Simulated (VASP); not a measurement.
HfSiO4:

```
CELL_PARAMETERS angstrom
5.32522 0.00000 0.52575
0.00000 3.58004 0.00000
0.72104 0.00000 6.77061
ATOMIC_POSITIONS crystal
Hf 0.26646 0.25000 0.19118
Hf 0.73354 0.75000 0.80882
O 0.42405 0.25000 0.85863
O 0.57595 0.75000 0.14137
O 0.10075 0.75000 0.15767
O 0.89925 0.25000 0.84233
O 0.29633 0.25000 0.46733
O 0.70367 0.75000 0.53267
O 0.14629 0.75000 0.72480
O 0.85371 0.25000 0.27520
Si 0.20663 0.25000 0.71055
Si 0.79337 0.75000 0.28945
```

Base run:

| Quantity | Value |
| --- | --- |
| Program | VASP 6.6.1 |
| Functional | r2SCAN |
| Potentials or basis | VASP PAW PBE potentials, release 64 (Hf_pv, O, Si) |
| Cutoff | 520 eV |
| k mesh | 4 × 6 × 4 |
| Occupations | fermi-dirac, width 0.02 eV |
| Spin | no spin polarisation |

Its results: band gap on the k mesh 5.19 eV, indirect (least direct gap 5.38 eV); pressure -1.5 GPa; largest force 0.272 eV/Å.

The run is repeated on the same cell with these changes: functional from r2SCAN to PBE; k mesh from 4 × 6 × 4 to 6 × 8 × 4. What comes out?

Band gap on the k mesh 4.64 eV, indirect (least direct gap 4.81 eV); pressure 5.1 GPa; largest force 0.380 eV/Å.

Several settings changed at once, so the effect can't be laid on one alone.

Caveats: spin-orbit coupling is left out, which moves the levels of the heavy elements; the PAW data sets were made with another functional, which shifts forces and pressure a little (some runs).

A k mesh can miss the band edges.
